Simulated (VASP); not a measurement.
# Be (P4_2/mnm) in VASP: a series of runs

The runs below take Be through single point, with PBE.

Everything below comes from runs of VASP 6.6.1. Logs are shortened: lines on timing, memory, paths and dates and some standing lists are left out, and cuts for length are marked.

## 1. The cell of the first run

Symmetry: P4_2/mnm, No. 136, tetragonal system. Conventional cell: a = 3.670 Å, b = 3.670 Å, c = 2.235 Å, α = 90.00°, β = 90.00°, γ = 90.00°. Within 2.8 Å of Be (site symmetry m2m) lie 13 Be at 2.10 to 2.64 Å.

## 2. Single point, PBE

File INCAR:

```
PREC = Accurate
ENCUT = 520
EDIFF = 1E-7
ISMEAR = -1
SIGMA = 0.05
LREAL = False
LASPH = True
NELM = 100
ALGO = Normal
ISIF = 2
LWAVE = False
LCHARG = False
GGA = PE
NBANDS = 12
```

File KPOINTS:

```
Automatic mesh
0
Gamma
  7 7 12
```

File POSCAR:

```
Be
1.0
    3.6703269463      0.0000000000      0.0000000000
    0.0000000000      3.6703269463      0.0000000000
    0.0000000000      0.0000000000      2.2347101981
Be
4
Direct
    0.7974080000      0.2025920000      0.5000000000
    0.2025920000      0.7974080000      0.5000000000
    0.7025920000      0.7025920000      0.0000000000
    0.2974080000      0.2974080000      0.0000000000
```

Potentials or basis: VASP PAW PBE potentials, release 64 (Be).

Launch:

```sh
$ cat potpaw_PBE.64/Be/POTCAR > POTCAR
$ mpirun -np 1 vasp_std > vasp.out
```

OUTCAR:

```text
PREC = Accurate
   ENCUT = 520
   EDIFF = 1E-7
   ISMEAR = -1
   LREAL = False
   LASPH = True
   NELM = 100
   ISIF = 2
   GGA = PE

 ion  position               nearest neighbor table
   1  0.797  0.203  0.500-   2 2.10   3 2.18   4 2.18   3 2.18   4 2.18   3 2.18   3 2.18   4 2.18
                             4 2.18
   2  0.203  0.797  0.500-   1 2.10   3 2.18   4 2.18   3 2.18   4 2.18   4 2.18   4 2.18   3 2.18
                             3 2.18
   3  0.703  0.703  0.000-   4 2.10   2 2.18   1 2.18   1 2.18   2 2.18   1 2.18   1 2.18   2 2.18
                             2 2.18
   4  0.297  0.297  0.000-   3 2.10   2 2.18   1 2.18   1 2.18   2 2.18   2 2.18   2 2.18   1 2.18
                             1 2.18

  LATTYP: Found a simple tetragonal cell.
 ALAT       =     3.6703269463
 C/A-ratio  =     0.6088586196

  Lattice vectors:

 A1 = (   3.6703269463,   0.0000000000,   0.0000000000)
 A2 = (   0.0000000000,   3.6703269463,   0.0000000000)
 A3 = (   0.0000000000,   0.0000000000,   2.2347101981)

Analysis of symmetry for initial positions (statically):
=====================================================================
 Subroutine PRICEL returns:
 Original cell was already a primitive cell.

 Routine SETGRP: Setting up the symmetry group for a
 simple tetragonal supercell.

 Subroutine GETGRP returns: Found 16 space group operations
 (whereof  8 operations were pure point group operations)
 out of a pool of 16 trial point group operations.

The static configuration has the point symmetry D_2h.
 The point group associated with its full space group is D_4h.

Analysis of symmetry for dynamics (positions and initial velocities):
=====================================================================
 Subroutine PRICEL returns:
 Original cell was already a primitive cell.

 Routine SETGRP: Setting up the symmetry group for a
 simple tetragonal supercell.

 Subroutine GETGRP returns: Found 16 space group operations
 (whereof  8 operations were pure point group operations)
 out of a pool of 16 trial point group operations.

The dynamic configuration has the point symmetry D_2h.
 The point group associated with its full space group is D_4h.

 Subroutine INISYM returns: Found 16 space group operations
 (whereof  8 operations are pure point group operations),
 and found     1 'primitive' translations

----------------------------------------------------------------------------------------

                                     Primitive cell

  volume of cell :      30.1045

  direct lattice vectors                    reciprocal lattice vectors
     3.670326946  0.000000000  0.000000000     0.272455292  0.000000000  0.000000000
     0.000000000  3.670326946  0.000000000     0.000000000  0.272455292  0.000000000
     0.000000000  0.000000000  2.234710198     0.000000000  0.000000000  0.447485316

  length of vectors
     3.670326946  3.670326946  2.234710198     0.272455292  0.272455292  0.447485316

  position of ions in fractional coordinates (direct lattice)
     0.797408000  0.202592000  0.500000000
     0.202592000  0.797408000  0.500000000
     0.702592000  0.702592000  0.000000000
     0.297408000  0.297408000  0.000000000

  ion indices of the primitive-cell ions
   primitive index   ion index
                 1           1
                 2           2
                 3           3
                 4           4

----------------------------------------------------------------------------------------

 KPOINTS: Automatic mesh

Automatic generation of k-mesh.
 Grid dimensions read from file:
 generate k-points for:    7    7   12

 Generating k-lattice:

  Cartesian coordinates                     Fractional coordinates (reciprocal lattice)
     0.038922185  0.000000000  0.000000000     0.142857143  0.000000000  0.000000000
     0.000000000  0.038922185  0.000000000     0.000000000  0.142857143  0.000000000
     0.000000000  0.000000000  0.037290443     0.000000000  0.000000000  0.083333333

  Length of vectors
     0.038922185  0.038922185  0.037290443

  Shift w.r.t. Gamma in fractional coordinates (k-lattice)
     0.000000000  0.000000000  0.000000000

 Subroutine IBZKPT returns following result:
 ===========================================

 Found     70 irreducible k-points:

 Following reciprocal coordinates:
            Coordinates               Weight
  0.000000  0.000000  0.000000      1.000000
  0.142857  0.000000  0.000000      4.000000
  0.285714  0.000000  0.000000      4.000000
  0.428571  0.000000  0.000000      4.000000
  0.142857  0.142857  0.000000      4.000000
  0.285714  0.142857  0.000000      8.000000
[... 16 lines left out ...]
  0.285714  0.000000  0.166667      8.000000
  0.428571  0.000000  0.166667      8.000000
 [... further k-points ...]
   k-points           NKPTS =     70   k-points in BZ     NKDIM =     70   number of bands    NBANDS=     12
   number of dos      NEDOS =    301   number of ions     NIONS =      4
   total plane-waves  NPLWV =  14112
   dimension x,y,z NGX =    28 NGY =   28 NGZ =   18
   dimension x,y,z NGXF=    56 NGYF=   56 NGZF=   36
   ions per type =               4
   NGX,Y,Z   is equivalent  to a cutoff of  12.68, 12.68, 13.39 a.u.
   NGXF,Y,Z  is equivalent  to a cutoff of  25.36, 25.36, 26.78 a.u.
 SYSTEM =  unknown system
   PREC   = accura    normal or accurate (medium, high low for compatibility)
   ISTART =      0    job   : 0-new  1-cont  2-samecut
   ICHARG =      2    charge: 1-file 2-atom 10-const
   ISPIN  =      1    spin polarized calculation?
   LNONCOLLINEAR =      F non collinear calculations
   LSORBIT =      F    spin-orbit coupling
   LASPH  =      T    aspherical Exc in radial PAW
   ENCUT  =  520.0 eV  38.22 Ry    6.18 a.u.   6.82  6.82  4.16*2*pi/ulx,y,z
   NELM   =    100;   NELMIN=  2; NELMDL= -5     # of ELM steps
   EDIFF  = 0.1E-06   stopping-criterion for ELM
   LREAL  =      F    real-space projection
   EDIFFG = 0.1E-05   stopping-criterion for IOM
   NSW    =      0    number of steps for IOM
   IBRION =     -1    ionic relax: 0-MD 1-quasi-New 2-CG
   NFREE  =      0    steps in history (QN), initial steepest desc. (CG)
   ISIF   =      2    stress and relaxation
   ISYM   =      2    0-nonsym 1-usesym 2-fastsym
   POTIM  = 0.5000    time-step for ionic-motion
   TEBEG  =    0.0;   TEEND  =   0.0 temperature during run
   PSTRESS=    0.0 pullay stress
   NELECT =       8.0000    total number of electrons
   NUPDOWN=      -1.0000    fix difference up-down
   EMIN   =  10.00;   EMAX   =-10.00  energy-range for DOS
   EFERMI =   0.00;   METHOD = LEGACY
   ISMEAR =    -1;   SIGMA  =   0.05  broadening in eV -4-tet -1-fermi 0-gaus
   EFERMI_NEDOS =   21; number of points for ismear=-14 and -15
   IALGO  =     38    algorithm
   IMIX   =      4    mixing-type and parameters
     AMIX     =   0.40;   BMIX     =  1.00
     AMIX_MAG =   1.60;   BMIX_MAG =  1.00
  volume/ion in A,a.u.               =       7.53        50.79
  Fermi-wavevector in a.u.,A,eV,Ry     =   1.052514  1.988963 15.072343  1.107786
  Thomas-Fermi vector in A             =   2.187600
   LORBIT       =      0    0 simple, 1 ext, 2 COOP (PROOUT), +10 PAW based schemes
   GGA     = PE    functional components
   LHFCALC =     F    Hartree Fock is set to
   AEXX    =    0.0000 exact exchange contribution
   IVDW    =     0    specifies the selected vdW correction
   LEPSILON=     F    determine dielectric tensor
   LRPA    =     F    only Hartree local field effects (RPA)
 non-spin polarized calculation
  energy-cutoff  :      520.00
  volume of cell :       30.10
 maximum number of plane-waves:       832
 NGX is ok and might be reduce to    28
   NGX = 13   NGY = 13   NGZ =  9

 number of electron       8.0000000 magnetization

 Free energy of the ion-electron system (eV)
  ---------------------------------------------------
  ext. energy  EPLUGINS =         0.00000000
  ---------------------------------------------------
  free energy    TOTEN  =       -14.81509869 eV

  energy without entropy =      -14.81229993  energy(sigma->0) =      -14.81369931

 E-fermi :   7.3619     XC(G=0): -10.7669

 val. band max:        7.3257128863   @ k =   0.4286   0.0000   0.3333
 cond. band min:       7.4451949968   @ k =   0.1429   0.0000   0.0000
 fundamental gap:      0.1194821105
 Fermi energy:         7.3619055571

 k-point     1 :       0.0000    0.0000    0.0000
  band No.  band energies     occupation
      1      -4.1867      2.00000
      2       2.1137      2.00000
      3       2.6805      2.00000
      4       6.3572      2.00000
      5       6.3572      2.00000
      6      12.4338      0.00000
      7      12.4338      0.00000
      8      14.9501      0.00000
      9      16.9635      0.00000
     10      18.3527      0.00000
     11      24.2056      0.00000
     12      24.2056      0.00000

 k-point     2 :       0.1429    0.0000    0.0000
  band No.  band energies     occupation
      1      -4.0220      2.00000
      2       1.4097      2.00000
      3       2.6111      2.00000
      4       6.2790      2.00000
      5       7.4452      0.31797
      6      11.0311      0.00000
      7      12.2936      0.00000
      8      16.8143      0.00000
      9      17.1689      0.00000
     10      19.1667      0.00000
     11      23.3752      0.00000
     12      24.3792      0.00000
[... 301 lines left out ...]
 k-point    23 :       0.2857    0.0000    0.1667
  band No.  band energies     occupation
      1      -2.9221      2.00000
      2       0.5104      2.00000
      3       3.9347      2.00000
      4       6.4938      2.00000
      5       9.0586      0.00000
      6       9.7987      0.00000
      7      11.9947      0.00000
      8      14.6097      0.00000
      9      17.8491      0.00000
     10      20.2127      0.00000
     11      22.4654      0.00000
     12      22.9745      0.00000

 k-point    24 :       0.4286    0.0000    0.1667
  band No.  band energies     occupation
      1      -2.0955      2.00000
      2      -0.9423      2.00000
      3       4.8000      2.00000
      4       5.7950      2.00000
      5       8.9355      0.00000
      6       8.9779      0.00000
      7      14.5516      0.00000
      8      16.1525      0.00000
      9      16.5734      0.00000
     10      18.6991      0.00000
     11      22.9440      0.00000
     12      23.0176      0.00000

 [... further k-points ...]

------------------------ aborting loop because EDIFF is reached ----------------------------------------

  FORCE on cell =-STRESS in cart. coord.  units (eV):
  Direction    XX          YY          ZZ          XY          YZ          ZX
  --------------------------------------------------------------------------------------
  -------------------------------------------------------------------------------------
  Total        1.6725027      1.6725027      1.4024798      0.0000000      0.0000000      0.0000000
  in kB       89.0116179     89.0116179     74.6408362      0.0000000      0.0000000      0.0000000
  external PRESSURE =      84.2213573 kB  Pullay stress =       0.0000000 kB

 VOLUME and BASIS-vectors are now :
 -----------------------------------------------------------------------------
  energy-cutoff  :      520.00
  volume of cell :       30.10
      direct lattice vectors                 reciprocal lattice vectors
     3.670326946  0.000000000  0.000000000     0.272455292  0.000000000  0.000000000
     0.000000000  3.670326946  0.000000000     0.000000000  0.272455292  0.000000000
     0.000000000  0.000000000  2.234710198     0.000000000  0.000000000  0.447485316

 POSITION                                       TOTAL-FORCE (eV/Angst)
 -----------------------------------------------------------------------------------
      2.92675      0.74358      1.11736        -0.022123      0.022123      0.000000
      0.74358      2.92675      1.11736         0.022123     -0.022123      0.000000
      2.57874      2.57874      0.00000         0.022123      0.022123      0.000000
      1.09158      1.09158      0.00000        -0.022123     -0.022123      0.000000
 -----------------------------------------------------------------------------------
    total drift:                               -0.000000     -0.000000      0.000000

  FREE ENERGIE OF THE ION-ELECTRON SYSTEM (eV)
  ---------------------------------------------------
  free  energy   TOTEN  =       -14.8150986938 eV

  energy  without entropy=      -14.8122999266  energy(sigma->0) =      -14.81369931
```

Wall time 34 s (1 thread of AMD EPYC 7R13, shared host); peak memory 0.11 GiB.

Results:

| Property | Result |
| --- | --- |
| Free energy | -14.8151 eV |
| Pressure | 8.4 GPa |
| Largest force | 0.031 eV/Å |
| Band gap on the k mesh | zero (band 4 reaches 8.35 eV, above the bottom of band 5 at 6.36 eV) |

Forces on the atoms (eV/Å):
```
Be  -0.022  0.022  0.000
Be   0.022 -0.022  0.000
Be   0.022  0.022  0.000
Be  -0.022 -0.022  0.000
```

## 3. Single point, PBE

This run uses another cell than the first one, of 7.69 Å³/atom, 1.021 times its volume.

File INCAR:

```
SYSTEM = Be
PREC     = Accurate       ! precision mode
ENCUT    = 520            ! plane-wave cutoff, eV
EDIFF    = 1E-7           ! SCF threshold, eV
ISMEAR   = -1             ! smearing method
SIGMA    = 0.05           ! smearing width, eV
LREAL    = .FALSE.        ! projectors in reciprocal space
LASPH    = .TRUE.         ! aspherical terms in the spheres
NELM     = 80             ! most SCF steps
ALGO     = Normal         ! electronic algorithm
ISIF     = 2              ! what is computed and relaxed
LWAVE    = .FALSE.        ! write WAVECAR
LCHARG   = .TRUE.         ! write CHGCAR
GGA      = PE             ! functional
LELF     = .TRUE.         ! ELF
LVHAR    = .TRUE.       
NBANDS   = 12             ! bands
```

File KPOINTS:

```
Automatic mesh
0
G
  7 7 12
  0 0 0
```

File POSCAR:

```
Be
1.0
    3.6961751708      0.0000000000      0.0000000000
    0.0000000000      3.6961751708      0.0000000000
    0.0000000000      0.0000000000      2.2504481124
Be
4
Direct
    0.7974080000      0.2025920000      0.5000000000
    0.2025920000      0.7974080000      0.5000000000
    0.7025920000      0.7025920000      0.0000000000
    0.2974080000      0.2974080000      0.0000000000
```

Potentials or basis: VASP PAW PBE potentials, release 64 (Be).

Launch:

```sh
$ cat potpaw_PBE.64/Be/POTCAR > POTCAR
$ mpirun -np 1 vasp_std > vasp.out
```

Wall time 39 s (1 thread of AMD EPYC 7R13, shared host); peak memory 0.11 GiB.

Results (log left out):

* Free energy: -14.8427 eV
* Pressure: 5.4 GPa
* Largest force: 0.019 eV/Å
* Band gap on the k mesh: zero (band 4 reaches 8.16 eV, above the bottom of band 5 at 6.16 eV)

Forces on the atoms (eV/Å):
```
Be  -0.013  0.013  0.000
Be   0.013 -0.013  0.000
Be   0.013  0.013  0.000
Be  -0.013 -0.013  0.000
```

Stress tensor (GPa, compression positive):
```
5.95 0.00 0.00
0.00 5.95 0.00
0.00 0.00 4.40
```

Levels at points of the mesh, in eV from the Fermi level:
```
           k point  band 2  band 3  band 4  band 5  band 6  band 7
(0.00, 0.00, 0.00)   -5.17   -4.60   -1.03   -1.03    4.97    4.97
(0.00, 0.00, 0.50)   -5.99    0.98    0.98    1.82    1.82    2.61
```

## 4. Single point, PBE

This run uses another cell than the first one, of 7.85 Å³/atom, 1.043 times its volume.

File INCAR:

```
PREC = Accurate
ENCUT = 520
EDIFF = 1E-7
ISMEAR = -1
SIGMA = 0.05
LREAL = False
LASPH = True
NELM = 100
ALGO = Fast
ISIF = 2
LWAVE = False
LCHARG = False
GGA = PE
NBANDS = 12
```

File KPOINTS:

```
regular mesh
0
Gamma
  7 7 12
```

File POSCAR:

```
Be
1.0
    3.7216668396      0.0000000000      0.0000000000
    0.0000000000      3.7216668396      0.0000000000
    0.0000000000      0.0000000000      2.2659689346
Be
4
Direct
    0.7974080000      0.2025920000      0.5000000000
    0.2025920000      0.7974080000      0.5000000000
    0.7025920000      0.7025920000      0.0000000000
    0.2974080000      0.2974080000      0.0000000000
```

Potentials or basis: VASP PAW PBE potentials, release 64 (Be).

Launch:

```sh
$ cat potpaw_PBE.64/Be/POTCAR > POTCAR
$ mpirun -np 1 vasp_std > vasp.out
```

OUTCAR:

```text
PREC = Accurate
   ENCUT = 520
   EDIFF = 1E-7
   ISMEAR = -1
   LREAL = False
   LASPH = True
   NELM = 100
   ISIF = 2
   GGA = PE

 ion  position               nearest neighbor table
   1  0.797  0.203  0.500-   2 2.13   3 2.21   4 2.21   3 2.21   4 2.21   3 2.21   3 2.21   4 2.21
                             4 2.21
   2  0.203  0.797  0.500-   1 2.13   3 2.21   4 2.21   3 2.21   4 2.21   4 2.21   4 2.21   3 2.21
                             3 2.21
   3  0.703  0.703  0.000-   4 2.13   2 2.21   1 2.21   1 2.21   2 2.21   1 2.21   1 2.21   2 2.21
                             2 2.21
[... 567 lines left out ...]
  --------------------------------------------------------------------------------------
  -------------------------------------------------------------------------------------
  Total        0.6355193      0.6355193      0.3120924     -0.0000000      0.0000000      0.0000000
  in kB       32.4422061     32.4422061     15.9318014     -0.0000000      0.0000000      0.0000000
  external PRESSURE =      26.9387379 kB  Pullay stress =       0.0000000 kB

 VOLUME and BASIS-vectors are now :
 -----------------------------------------------------------------------------
  energy-cutoff  :      520.00
  volume of cell :       31.39
      direct lattice vectors                 reciprocal lattice vectors
     3.721666840  0.000000000  0.000000000     0.268696808  0.000000000  0.000000000
     0.000000000  3.721666840  0.000000000     0.000000000  0.268696808  0.000000000
     0.000000000  0.000000000  2.265968935     0.000000000  0.000000000  0.441312317

 POSITION                                       TOTAL-FORCE (eV/Angst)
 -----------------------------------------------------------------------------------
      2.96769      0.75398      1.13298        -0.005022      0.005022      0.000000
      0.75398      2.96769      1.13298         0.005022     -0.005022     -0.000000
      2.61481      2.61481      0.00000         0.005022      0.005022      0.000000
      1.10685      1.10685      0.00000        -0.005022     -0.005022     -0.000000
 -----------------------------------------------------------------------------------
    total drift:                                0.000000      0.000000     -0.000000

  FREE ENERGIE OF THE ION-ELECTRON SYSTEM (eV)
  ---------------------------------------------------
  free  energy   TOTEN  =       -14.8588671417 eV

  energy  without entropy=      -14.8560007644  energy(sigma->0) =      -14.85743395
```

stdout:

```text
POSCAR found type information on POSCAR Be
 POSCAR found :  1 types and       4 ions
 scaLAPACK will be used
 LDA part: xc-table for (Slater+PW92), standard interpolation
 POSCAR, INCAR and KPOINTS ok, starting setup
 FFT: planning ... GRIDC
 FFT: planning ... GRID_SOFT
 FFT: planning ... GRID
 WAVECAR not read
 entering main loop
```

Run time: 41 s. Hardware: 1 thread of AMD EPYC 7R13, shared host; peak memory 0.11 GiB.

What came out:

- Free energy: -14.8589 eV
- Pressure: 2.7 GPa
- Largest force: 0.007 eV/Å
- Band gap on the k mesh: zero (band 4 reaches 7.99 eV, above the bottom of band 5 at 5.97 eV)

Forces on the atoms (eV/Å):
```
Be  -0.005  0.005  0.000
Be   0.005 -0.005  0.000
Be   0.005  0.005  0.000
Be  -0.005 -0.005  0.000
```

## 5. The runs side by side

| cell | gap on the mesh (eV) | pressure (GPa) | largest force (eV/Å) |
| --- | --- | --- | --- |
| a = 3.670, b = 3.670, c = 2.235 Å, 4 atoms | none | 8.4 | 0.03 |
| a = 3.696, b = 3.696, c = 2.250 Å, 4 atoms | none | 5.4 | 0.02 |
| a = 3.722, b = 3.722, c = 2.266 Å, 4 atoms | none | 2.7 | 0.01 |

Alike in all rows: task single point; level PBE; potentials or basis VASP PAW PBE potentials, release 64 (Be); no spin polarisation; k mesh 7 × 7 × 12; cutoff (eV) 520; smearing fermi-dirac 0.05 eV.

Absolute energies hang on the potentials; compare differences alone.
